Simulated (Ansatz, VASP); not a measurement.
## Two plane-wave programs on BiTe

```
CELL_PARAMETERS angstrom
5.43012 0.00000 0.00000
-2.71506 4.70263 0.00000
0.00000 0.00000 6.48698
ATOMIC_POSITIONS crystal
Bi 0.33333 0.66667 0.25000
Bi 0.66667 0.33333 0.75000
Te 0.33333 0.66667 0.75000
Te 0.66667 0.33333 0.25000
```

Alike in both runs: functional r2SCAN; k mesh 12 × 12 × 8; occupations gaussian, width 0.1 eV; no spin polarisation.

Ansatz relaxed the structure, and its values are those at the end. VASP's run is a single point on that final structure, the one shown.

|  | VASP | Ansatz |
| --- | --- | --- |
| version | VASP 6.6.1 | Ansatz 0.2.0 |
| potentials or method | VASP PAW PBE potentials, release 64 (Bi_d, Te), cutoff 520 eV | scalar-relativistic, plane waves, PAW |
| valence electrons in the cell | 42 | 62 |

|  | VASP | Ansatz | Ansatz less VASP |
| --- | --- | --- | --- |
| gap on the k mesh at the Fermi level (eV) | none | none | - |
| pressure (GPa) | 0.0 | 0.0 | +0.03 |

VASP's potentials were made for PBE, not for r2SCAN. A gap of «none» marks a metal or a gap that the smearing closes. VASP's potentials hold 42 valence electrons a cell and Ansatz's 62, so a difference there can come from the potentials and not from the codes.

Neither program's run includes spin-orbit coupling.
